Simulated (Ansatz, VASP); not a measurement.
**One calculation of As, two programs**

INCAR

```
PREC = Accurate ; ENCUT = 520
EDIFF = 1E-7 ; ISMEAR = 0
SIGMA = 0.15 ; LREAL = F
LASPH = T ; NELM = 80
ALGO = Normal ; ISIF = 2
LWAVE = F ; LCHARG = T
GGA = CA ; LELF = T
LVHAR = T ; NBANDS = 8
```

The input KPOINTS:

```
regular mesh
0
Gamma
  18 18 18
```

The input POSCAR:

```
As
1.0
    2.7036817444      0.0000000000      0.0000000000
    0.0000000000      2.7036817444     -0.2027761308
    0.0000000000     -0.2027761308      2.7036817444
As
1
Direct
    0.5000000000      0.5000000000      0.5000000000
```

Input for Ansatz:

```yaml
crystal:
  lattice:
    - [2.7036817444, 0.0, 0.0]
    - [0.0, 2.7036817444, -0.2027761308]
    - [0.0, -0.2027761308, 2.7036817444]
  atoms:
    - { symbol: As, position: [0.5, 0.5, 0.5] }
basis:
  ecutwfc: 420
kpoints:
  mp_grid: { grid: [18, 18, 18] }
hamiltonian:
  xc: lda
scf:
  occupations: { method: gaussian, width: 0.15 }
output:
  forces: true
  stress: true
  eigenvalues: true
```

Change from the starting cell: strain -0.1500 x Voigt [0, 0, 0, 1, 0, 0], atoms carried along.

Alike in both runs: task single point; functional LDA; k mesh 18 × 18 × 18; occupations gaussian, width 0.15 eV; no spin polarisation.

|  | VASP | Ansatz |
| --- | --- | --- |
| version | VASP 6.6.1 | Ansatz 0.2.0 |
| potentials or method | VASP PAW LDA potentials, release 64 (As), cutoff 520 eV | scalar-relativistic, plane waves, PAW |
| valence electrons in the cell | 5 | 15 |

```csv
,VASP,Ansatz,Ansatz less VASP
gap on the k mesh at the Fermi level (eV),none,none,-
pressure (GPa),-2.2,-2.5,-0.31
"traceless stress, the component that is largest in VASP (GPa)",4.26,4.28,+0.013
```

LDA's correlation is that of Perdew and Zunger in VASP and of Perdew and Wang (1992) in Ansatz. A gap of «none» marks a metal or a gap that the smearing closes. VASP's potentials hold 5 valence electrons a cell and Ansatz's 15, so a difference there can come from the potentials and not from the codes.
